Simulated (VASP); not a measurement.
# Ca (P6_3/mmc) in VASP: a series of runs

Ca is run at these levels: PBE; tasks: relaxation of cell and atoms, relaxation of shape and atoms at fixed volume.

All numbers are computed with VASP 6.6.1; they aren't measurements. Logs are shortened: lines on timing, memory, paths and dates and some standing lists are left out, and cuts for length are marked.

### 1 The cell of the first run

The structure is hexagonal, space group P6_3/mmc (No. 194). Conventional cell: a = 3.980 Å, b = 3.980 Å, c = 6.520 Å, α = 90.00°, β = 90.00°, γ = 120.00°. Ca (site symmetry -6m2) has 12 Ca at 3.98 to 3.99 Å within 5.2 Å.

This isn't the form of Ca at room conditions, which is fcc.

### 2 Relaxation of cell and atoms, PBE

INCAR reads:

```
SYSTEM = Ca
PREC = Accurate
ENCUT = 600
EDIFF = 1E-7
ISMEAR = 0
SIGMA = 0.1
LREAL = .False.
LASPH = .True.
NELM = 100
ALGO = Fast
ISIF = 3
LWAVE = .False.
LCHARG = .False.
GGA = PE
IBRION = 2
NSW = 100
EDIFFG = -0.005
```

KPOINTS reads:

```
regular mesh
0
Gamma
  12 12 8
  0 0 0
```

POSCAR reads:

```
Ca
1.0
    3.9800000000      0.0000000000      0.0000000000
   -1.9900000000      3.4467811071      0.0000000000
    0.0000000000      0.0000000000      6.5200000000
Ca
2
Direct
    0.3333333333      0.6666666667      0.2500000000
    0.6666666667      0.3333333333      0.7500000000
```

Potentials or basis: VASP PAW PBE potentials, release 64 (Ca_sv).

The run is started by

```bash
$ cat potpaw_PBE.64/Ca_sv/POTCAR > POTCAR
$ mpirun -np 1 vasp_std > vasp.out
```

OUTCAR:

```text
SYSTEM = Ca
   PREC = Accurate
   ENCUT = 600
   EDIFF = 1E-7
   ISMEAR = 0
   LREAL = .False.
   LASPH = .True.
   NELM = 100
   ISIF = 3
   GGA = PE
   IBRION = 2
   NSW = 100
   EDIFFG = -0.005

 ion  position               nearest neighbor table
   1  0.333  0.667  0.250-
   2  0.667  0.333  0.750-

  LATTYP: Found a hexagonal cell.
 ALAT       =     3.9800000000
 C/A-ratio  =     1.6381909548

  Lattice vectors:

 A1 = (   3.9800000000,   0.0000000000,   0.0000000000)
 A2 = (  -1.9900000000,   3.4467811071,   0.0000000000)
 A3 = (   0.0000000000,   0.0000000000,   6.5200000000)

Analysis of symmetry for initial positions (statically):
=====================================================================
 Subroutine PRICEL returns:
 Original cell was already a primitive cell.

 Routine SETGRP: Setting up the symmetry group for a
 hexagonal supercell.

 Subroutine GETGRP returns: Found 24 space group operations
 (whereof 12 operations were pure point group operations)
 out of a pool of 24 trial point group operations.

The static configuration has the point symmetry D_3d.
 The point group associated with its full space group is D_6h.

Analysis of symmetry for dynamics (positions and initial velocities):
=====================================================================
 Subroutine PRICEL returns:
 Original cell was already a primitive cell.

 Routine SETGRP: Setting up the symmetry group for a
 hexagonal supercell.

 Subroutine GETGRP returns: Found 24 space group operations
 (whereof 12 operations were pure point group operations)
 out of a pool of 24 trial point group operations.

The dynamic configuration has the point symmetry D_3d.
 The point group associated with its full space group is D_6h.

 Subroutine INISYM returns: Found 24 space group operations
 (whereof 12 operations are pure point group operations),
 and found     1 'primitive' translations

----------------------------------------------------------------------------------------

                                     Primitive cell

  volume of cell :      89.4426

  direct lattice vectors                    reciprocal lattice vectors
     3.980000000  0.000000000  0.000000000     0.251256281  0.145062882  0.000000000
    -1.990000000  3.446781107  0.000000000     0.000000000  0.290125763  0.000000000
     0.000000000  0.000000000  6.520000000     0.000000000  0.000000000  0.153374233

  length of vectors
     3.980000000  3.980000000  6.520000000     0.290125763  0.290125763  0.153374233

  position of ions in fractional coordinates (direct lattice)
     0.333333333  0.666666667  0.250000000
     0.666666667  0.333333333  0.750000000

  ion indices of the primitive-cell ions
   primitive index   ion index
                 1           1
                 2           2

----------------------------------------------------------------------------------------

 KPOINTS: regular mesh

Automatic generation of k-mesh.
 Grid dimensions read from file:
 generate k-points for:   12   12    8

 Generating k-lattice:

  Cartesian coordinates                     Fractional coordinates (reciprocal lattice)
     0.020938023  0.012088573  0.000000000     0.083333333  0.000000000  0.000000000
     0.000000000  0.024177147  0.000000000     0.000000000  0.083333333  0.000000000
     0.000000000  0.000000000  0.019171779     0.000000000  0.000000000  0.125000000

  Length of vectors
     0.024177147  0.024177147  0.019171779

  Shift w.r.t. Gamma in fractional coordinates (k-lattice)
     0.000000000  0.000000000  0.000000000

 Subroutine IBZKPT returns following result:
 ===========================================

 Found     95 irreducible k-points:

 Following reciprocal coordinates:
            Coordinates               Weight
  0.000000  0.000000  0.000000      1.000000
  0.083333 -0.000000  0.000000      6.000000
  0.166667  0.000000  0.000000      6.000000
  0.250000  0.000000  0.000000      6.000000
  0.333333  0.000000  0.000000      6.000000
  0.416667  0.000000  0.000000      6.000000
[... 16 lines left out ...]
  0.250000  0.000000  0.125000     12.000000
  0.333333  0.000000  0.125000     12.000000
 [... further k-points ...]
   k-points           NKPTS =     95   k-points in BZ     NKDIM =     95   number of bands    NBANDS=     14
   number of dos      NEDOS =    301   number of ions     NIONS =      2
   total plane-waves  NPLWV =  55296
   dimension x,y,z NGX =    32 NGY =   32 NGZ =   54
   dimension x,y,z NGXF=    64 NGYF=   64 NGZF=  108
   ions per type =               2
   NGX,Y,Z   is equivalent  to a cutoff of  13.37, 13.37, 13.77 a.u.
   NGXF,Y,Z  is equivalent  to a cutoff of  26.73, 26.73, 27.54 a.u.
 SYSTEM =  Ca
   PREC   = accura    normal or accurate (medium, high low for compatibility)
   ISTART =      0    job   : 0-new  1-cont  2-samecut
   ICHARG =      2    charge: 1-file 2-atom 10-const
   ISPIN  =      1    spin polarized calculation?
   LNONCOLLINEAR =      F non collinear calculations
   LSORBIT =      F    spin-orbit coupling
   LASPH  =      T    aspherical Exc in radial PAW
   ENCUT  =  600.0 eV  44.10 Ry    6.64 a.u.   7.95  7.95 13.02*2*pi/ulx,y,z
   NELM   =    100;   NELMIN=  2; NELMDL= -5     # of ELM steps
   EDIFF  = 0.1E-06   stopping-criterion for ELM
   LREAL  =      F    real-space projection
   EDIFFG = -.5E-02   stopping-criterion for IOM
   NSW    =    100    number of steps for IOM
   IBRION =      2    ionic relax: 0-MD 1-quasi-New 2-CG
   NFREE  =      1    steps in history (QN), initial steepest desc. (CG)
   ISIF   =      3    stress and relaxation
   ISYM   =      2    0-nonsym 1-usesym 2-fastsym
   POTIM  = 0.5000    time-step for ionic-motion
   TEBEG  =    0.0;   TEEND  =   0.0 temperature during run
   PSTRESS=    0.0 pullay stress
   NELECT =      20.0000    total number of electrons
   NUPDOWN=      -1.0000    fix difference up-down
   EMIN   =  10.00;   EMAX   =-10.00  energy-range for DOS
   EFERMI =   0.00;   METHOD = LEGACY
   ISMEAR =     0;   SIGMA  =   0.10  broadening in eV -4-tet -1-fermi 0-gaus
   EFERMI_NEDOS =   21; number of points for ismear=-14 and -15
   IALGO  =     68    algorithm
   IMIX   =      4    mixing-type and parameters
     AMIX     =   0.40;   BMIX     =  1.00
     AMIX_MAG =   1.60;   BMIX_MAG =  1.00
  volume/ion in A,a.u.               =      44.72       301.79
  Fermi-wavevector in a.u.,A,eV,Ry     =   0.993657  1.877740 13.433783  0.987355
  Thomas-Fermi vector in A             =   2.125555
   LORBIT       =      0    0 simple, 1 ext, 2 COOP (PROOUT), +10 PAW based schemes
   GGA     = PE    functional components
   LHFCALC =     F    Hartree Fock is set to
   AEXX    =    0.0000 exact exchange contribution
   IVDW    =     0    specifies the selected vdW correction
   LEPSILON=     F    determine dielectric tensor
   LRPA    =     F    only Hartree local field effects (RPA)
 conjugate gradient relaxation of ions
 non-spin polarized calculation
 RMM-DIIS sequential band-by-band and
 Gauss-broadening in eV      SIGMA  =   0.10
  energy-cutoff  :      600.00
  volume of cell :       89.44
 maximum number of plane-waves:      3015
 NGX is ok and might be reduce to    32
   NGX = 15   NGY = 15   NGZ = 27

--------------------------------------- Ionic step        1  -------------------------------------------

 number of electron      20.0000003 magnetization

 Free energy of the ion-electron system (eV)
  ---------------------------------------------------
  ext. energy  EPLUGINS =         0.00000000
  ---------------------------------------------------
  free energy    TOTEN  =        -3.84590386 eV

  energy without entropy =       -3.83488945  energy(sigma->0) =       -3.84039665

------------------------ aborting loop because EDIFF is reached ----------------------------------------

  FORCE on cell =-STRESS in cart. coord.  units (eV):
  Direction    XX          YY          ZZ          XY          YZ          ZX
  --------------------------------------------------------------------------------------
  -------------------------------------------------------------------------------------
  Total       -0.4672945     -0.4672945     -0.4533956      0.0000000     -0.0000000     -0.0000000
  in kB       -8.3706063     -8.3706063     -8.1216353      0.0000000     -0.0000000     -0.0000000
  external PRESSURE =      -8.2876160 kB  Pullay stress =       0.0000000 kB

 VOLUME and BASIS-vectors are now :
 -----------------------------------------------------------------------------
  energy-cutoff  :      600.00
  volume of cell :       89.44
      direct lattice vectors                 reciprocal lattice vectors
     3.980000000  0.000000000  0.000000000     0.251256281  0.145062882  0.000000000
    -1.990000000  3.446781107  0.000000000     0.000000000  0.290125763  0.000000000
     0.000000000  0.000000000  6.520000000     0.000000000  0.000000000  0.153374233
[... 145 lines left out ...]
 POSITION                                       TOTAL-FORCE (eV/Angst)
 -----------------------------------------------------------------------------------
     -0.00000      2.25680      1.60371         0.000000     -0.000000      0.000000
      1.95445      1.12840      4.81114        -0.000000      0.000000      0.000000
 -----------------------------------------------------------------------------------
    total drift:                                0.000000     -0.000000      0.000000

  FREE ENERGIE OF THE ION-ELECTRON SYSTEM (eV)
  ---------------------------------------------------
  free  energy   TOTEN  =        -3.8580815731 eV

  energy  without entropy=       -3.8479368081  energy(sigma->0) =       -3.85300919

--------------------------------------- Ionic step        6  -------------------------------------------

 number of electron      19.9999997 magnetization

 Free energy of the ion-electron system (eV)
  ---------------------------------------------------
  ext. energy  EPLUGINS =         0.00000000
  ---------------------------------------------------
  free energy    TOTEN  =        -3.85809132 eV

  energy without entropy =       -3.84792032  energy(sigma->0) =       -3.85300582

 E-fermi :   2.0026     XC(G=0):  -7.7172

 val. band max:        1.9917237112   @ k =   0.3333   0.0000   0.0000
 cond. band min:       2.0101929120   @ k =   0.2500   0.0833   0.0000
 fundamental gap:      0.0184692008
 Fermi energy:         2.0026331927

 k-point     1 :       0.0000    0.0000    0.0000
  band No.  band energies     occupation
      1     -40.0801      2.00000
      2     -40.0673      2.00000
      3     -21.1273      2.00000
      4     -21.0190      2.00000
      5     -21.0190      2.00000
      6     -21.0008      2.00000
      7     -21.0008      2.00000
      8     -20.9939      2.00000
      9      -2.0798      2.00000
     10       0.9271      2.00000
     11       1.7489      1.99967
     12       4.2310      0.00000
     13       4.2596      0.00000
     14       4.2596      0.00000

 k-point     2 :       0.0833   -0.0000    0.0000
  band No.  band energies     occupation
      1     -40.0793      2.00000
      2     -40.0669      2.00000
      3     -21.1243      2.00000
      4     -21.0260      2.00000
      5     -21.0212      2.00000
      6     -21.0080      2.00000
      7     -21.0020      2.00000
      8     -20.9950      2.00000
      9      -1.9742      2.00000
     10       1.0310      2.00000
[... 362 lines left out ...]
 k-point    24 :       0.3333    0.0000    0.1250
  band No.  band energies     occupation
      1     -40.0703      2.00000
      2     -40.0635      2.00000
      3     -21.1044      2.00000
      4     -21.0842      2.00000
      5     -21.0762      2.00000
      6     -21.0416      2.00000
      7     -21.0162      2.00000
      8     -21.0126      2.00000
      9      -0.4607      2.00000
     10       1.6627      2.00000
     11       2.3475      0.00000
     12       2.5965      0.00000
     13       3.7297      0.00000
     14       3.7395      0.00000

 [... further k-points ...]
[... 5 lines left out ...]
  --------------------------------------------------------------------------------------
  -------------------------------------------------------------------------------------
  Total       -0.0000295     -0.0000295      0.0083884      0.0000000      0.0000000      0.0000000
  in kB       -0.0005572     -0.0005572      0.1583374      0.0000000      0.0000000      0.0000000
  external PRESSURE =       0.0524077 kB  Pullay stress =       0.0000000 kB

 VOLUME and BASIS-vectors are now :
 -----------------------------------------------------------------------------
  energy-cutoff  :      600.00
  volume of cell :       84.88
      direct lattice vectors                 reciprocal lattice vectors
     3.907717430 -0.000000000 -0.000000000     0.255903867  0.147746166  0.000000000
    -1.953858715  3.384182565 -0.000000000     0.000000000  0.295492333  0.000000000
    -0.000000000 -0.000000000  6.418435521     0.000000000  0.000000000  0.155801207

 POSITION                                       TOTAL-FORCE (eV/Angst)
 -----------------------------------------------------------------------------------
     -0.00000      2.25612      1.60461        -0.000000      0.000000      0.000000
      1.95386      1.12806      4.81383         0.000000     -0.000000      0.000000
 -----------------------------------------------------------------------------------
    total drift:                                0.000000     -0.000000      0.000000

  FREE ENERGIE OF THE ION-ELECTRON SYSTEM (eV)
  ---------------------------------------------------
  free  energy   TOTEN  =        -3.8580913214 eV

  energy  without entropy=       -3.8479203234  energy(sigma->0) =       -3.85300582

 reached required accuracy - stopping structural energy minimisation
```

Run time: 10 min. Hardware: 1 thread of Intel Xeon Platinum 8375C at 2.90GHz (Ice Lake), shared host; peak memory 0.32 GiB.

Results:

| Item | Value |
| --- | --- |
| Free energy | -3.8581 eV |
| Relaxed volume | 42.44 Å³/atom |
| Relaxed cell | a = 3.908 Å, b = 3.908 Å, c = 6.418 Å, α = 90.00°, β = 90.00°, γ = 120.00° |
| Space group after relaxing (to 0.1 Å) | P6_3/mmc (No. 194) |
| Energy gained by relaxing | 6.1 meV/atom |
| Ionic steps | 6 |
| Pressure after relaxing | 0.0 GPa |
| Band gap on the k mesh | zero (bands 10 and 11 overlap by 0.51 eV) |

Step by step:
| step | energy change (eV) | largest force (eV/Å) | pressure (GPa) | volume (Å³) |
| --- | --- | --- | --- | --- |
| 1 | 0.0000 | 0.0000 | -0.83 | 89.44 |
| 2 | -0.0106 | 0.0000 | -0.31 | 86.48 |
| 3 | -0.0121 | 0.0000 | -0.01 | 84.98 |
| 4 | -0.0121 | 0.0000 | 0.00 | 84.89 |
| 5 | -0.0122 | 0.0000 | 0.01 | 84.88 |
| 6 | -0.0122 | 0.0000 | 0.01 | 84.88 |

Final structure:
```cif
data_structure
_symmetry_space_group_name_H-M 'P 1'
_symmetry_Int_Tables_number 1
_cell_length_a 3.9077
_cell_length_b 3.9077
_cell_length_c 6.4184
_cell_angle_alpha 90.000
_cell_angle_beta 90.000
_cell_angle_gamma 120.000
_cell_volume 84.88
loop_
_atom_site_label
_atom_site_type_symbol
_atom_site_fract_x
_atom_site_fract_y
_atom_site_fract_z
_atom_site_occupancy
Ca1 Ca 0.33333 0.66667 0.25000 1
Ca2 Ca 0.66667 0.33333 0.75000 1
```

Levels at points of the mesh, in eV from the Fermi level:
| k point | band 7 | band 8 | band 9 | band 10 | band 11 | band 12 | band 13 | band 14 |
| --- | --- | --- | --- | --- | --- | --- | --- | --- |
| (0.00, 0.00, 0.00) | -23.00 | -23.00 | -4.08 | -1.08 | -0.25 | 2.23 | 2.26 | 2.26 |
| (0.50, 0.00, 0.00) | -23.03 | -23.02 | -1.14 | -0.72 | 0.19 | 0.35 | 1.34 | 1.88 |
| (0.00, 0.00, 0.50) | -23.01 | -23.01 | -3.08 | -3.08 | 1.35 | 1.35 | 2.25 | 2.25 |
| (0.50, 0.00, 0.50) | -23.03 | -23.03 | -0.71 | -0.71 | 0.07 | 0.07 | 1.42 | 1.42 |

(Part 1 of 2 ends here.)
